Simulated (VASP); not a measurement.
Set up this calculation in VASP 6.6.1, as the native input.

```
Task                   : single point
Functional             : PBE
Potentials or basis    : VASP PAW PBE potentials, release 64 (Cl, H)
Cutoff                 : 520 eV
k mesh                 : 1 × 1 × 1
Occupations            : fermi-dirac, width 0.05 eV
Spin                   : no spin polarisation
Dipole correction      : no
Further INCAR settings : LREAL = Auto; ALGO = Normal; EDIFF = 1e-06; NBANDS = 56
```

The structure of HCl lies in POSCAR:

```
HCl
1.0
    7.4168600000      0.0000000000      0.0000000000
    0.0000000000      7.4168600000      0.0000000000
    0.0000000000      0.0000000000      7.4168600000
Cl H
10 10
Direct
    0.2973630813      0.0986730036      0.3752505019
    0.0905056979      0.5435838674      0.3687735226
    0.6978396847      0.2978253365      0.3405285754
    0.4372301692      0.2464998093     -0.0992033672
    0.6892510521      0.7879083690      0.1543993763
    0.8237781691      0.5045919150      0.8097386859
    0.2266415011      0.7278007047      0.9693850471
    0.4793629850      0.6996841483      0.5627177981
    0.9973494606      0.1412099479      0.0148520780
    0.9079471691      0.9414439651      0.6056204252
    0.3789836913     -0.0293496736      0.4644162789
    0.1302376732      0.6072174553      0.2060754253
    0.8484799901      0.3906299820      0.3469466585
    0.4004378951      0.1855028503      0.0606038471
    0.7327417501      0.6626850906      0.0350378956
    0.7040543858      0.5926833968      0.7134918361
    0.1286369885      0.8746068522      0.9861644675
    0.5631842080      0.6919271971      0.4063040670
    0.8753834166      0.1444338325      0.1426772666
    0.9757205313      0.8151887498      0.5043355141
```

The input as run:

INCAR

```
PREC     = Accurate       # precision mode
ENCUT    = 520            # plane-wave cutoff, eV
EDIFF    = 1E-6           # SCF threshold, eV
ISMEAR   = -1             # smearing method
SIGMA    = 0.05           # smearing width, eV
LREAL    = Auto         
LASPH    = T              # aspherical terms in the spheres
NELM     = 80             # most SCF steps
ALGO     = Normal         # electronic algorithm
ISIF     = 2              # what is computed and relaxed
LWAVE    = F              # write WAVECAR
LCHARG   = T              # write CHGCAR
GGA      = PE             # functional
LELF     = T              # ELF
LVHAR    = T            
NBANDS   = 56             # bands
```

KPOINTS

```
regular mesh
0
Gamma
  1 1 1
```

Potentials or basis: VASP PAW PBE potentials, release 64 (Cl, H).

Command:

```bash
$ cat potpaw_PBE.64/Cl/POTCAR potpaw_PBE.64/H/POTCAR > POTCAR
$ mpirun -np 1 vasp_gam > vasp.out
```

It gave:

```json
{"Pressure": "1.2 GPa", "Largest force": "0.214 eV/Å", "Band gap on the k mesh": "5.46 eV"}
```

Caveat: the k points lie up to 0.85 Å⁻¹ apart.

Run time: 42 s on 1 thread of Intel(R) Xeon(R) Platinum 8375C CPU @ 2.90GHz (Ice Lake), on a shared host, peak memory 0.42 GiB.
